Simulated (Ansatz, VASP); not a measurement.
One calculation of C, two programs

INCAR

```
SYSTEM = C
  PREC = Accurate
  ENCUT = 520
  EDIFF = 1E-6
  ISMEAR = -1
  SIGMA = 0.05
  LREAL = .False.
  LASPH = .True.
  NELM = 100
  ALGO = Normal
  ISIF = 2
  LWAVE = .False.
  LCHARG = .False.
  LDIPOL = .True.
  IDIPOL = 3
  DIPOL = 0.5 0.5 0.500
  GGA = RP
  NBANDS = 26
```

The input KPOINTS:

```
Automatic mesh
0
Gamma
  12 12 1
  0 0 0
```

The input POSCAR:

```
C
1.0
    2.4699988104      0.0000000000      0.0000000000
   -1.2349994052      2.1390817171      0.0000000000
    0.0000000000      0.0000000000     25.2189500000
C
8
Direct
    0.0000000000      0.0000000000      0.2973954110
    0.6666666667      0.3333333334      0.2987416209
    0.0000000000      0.0000000000      0.4320164004
    0.3333333333      0.6666666666      0.4333626103
    0.0000000000      0.0000000000      0.5666373897
    0.6666666667      0.3333333334      0.5679835996
    0.0000000000      0.0000000000      0.7012583791
    0.3333333333      0.6666666666      0.7026045890
```

Contents of input.yaml:

```yaml
crystal:
  lattice:
    - [2.4699988104, 0.0, 0.0]
    - [-1.2349994052, 2.1390817171, 0.0]
    - [0.0, 0.0, 25.21895]
  atoms:
    - { symbol: C, position: [0.0, 0.0, 0.297395411] }
    - { symbol: C, position: [0.6666666667, 0.3333333334, 0.2987416209] }
    - { symbol: C, position: [0.0, 0.0, 0.4320164004] }
    - { symbol: C, position: [0.3333333333, 0.6666666666, 0.4333626103] }
    - { symbol: C, position: [0.0, 0.0, 0.5666373897] }
    - { symbol: C, position: [0.6666666667, 0.3333333334, 0.5679835996] }
    - { symbol: C, position: [0.0, 0.0, 0.7012583791] }
    - { symbol: C, position: [0.3333333333, 0.6666666666, 0.702604589] }
hamiltonian:
  xc: rpbe
  pseudopotentials: { kind: paw }
kpoints:
  mp_grid: { grid: [12, 12, 1] }
scf:
  occupations: { method: fermi_dirac, width: 0.05 }
  n_extra_bands: 20
output:
  forces: true
  eigenvalues: true
  dos: { projected: true, de: 0.05, nscf_kmesh: { grid: [18, 18, 1] } }
efield:
  axis: 3
  dipole_correction: true
  ramp_width: 0.04
```

Alike in both runs: functional RPBE; k mesh 12 × 12 × 1; occupations fermi-dirac, width 0.05 eV; no spin polarisation.

|  | VASP | Ansatz |
| --- | --- | --- |
| version | VASP 6.6.1 | Ansatz 0.2.0 |
| potentials or method | VASP PAW PBE potentials, release 64 (C) | Ansatz PAW |
| plane-wave cutoff (eV) | 520 | 420 |
| valence electrons in the cell | 32 | 32 |
| task | single point | projected density of states |

VASP gave:

| Item | Value |
| --- | --- |
| gap on the k mesh at the Fermi level (eV) | 0.01 |
| least direct gap on the mesh (eV) | 0.01 |
| rms of the force components (eV/Å) | 0.322 |

Problem. Which values does Ansatz return?

Solution. gap on the k mesh at the Fermi level (eV): 0.01; least direct gap on the mesh (eV): 0.01; rms of the force components (eV/Å): 0.323.

VASP's potentials were made for PBE, not for RPBE. Atom by atom the forces differ by 0.001 eV/Å (rms over components).
